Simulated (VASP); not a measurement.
MgO (Periclase):

```
CELL_PARAMETERS angstrom
0.00000 2.03069 2.10217
2.03069 0.00000 2.10217
2.03069 2.03069 0.00000
ATOMIC_POSITIONS crystal
Mg 0.00000 0.00000 0.00000
O 0.50000 0.50000 0.50000
```

This cell differs from its parent crystal: biaxial xy strain -3.4%.

Base run:

| Item | Value |
| --- | --- |
| Program | VASP 6.6.1 |
| Functional | r2SCAN |
| Potentials or basis | VASP PAW PBE potentials, release 64 (Mg, O) |
| Cutoff | 520 eV |
| k mesh | 10 × 10 × 10 |
| Occupations | gaussian, width 0.01 eV |
| Spin | no spin polarisation |

Its results: band gap on the k mesh 6.34 eV, direct; pressure 12.7 GPa.

Q: The run is repeated on the same cell with these changes: functional from r2SCAN to PBE; occupations from gaussian, width 0.01 eV to fermi-dirac, width 0.02 eV. What comes out?

A: Band gap on the k mesh 5.44 eV, direct; pressure 19.1 GPa.

Caveats: the PAW data sets were made with another functional, which shifts forces and pressure a little (some runs).

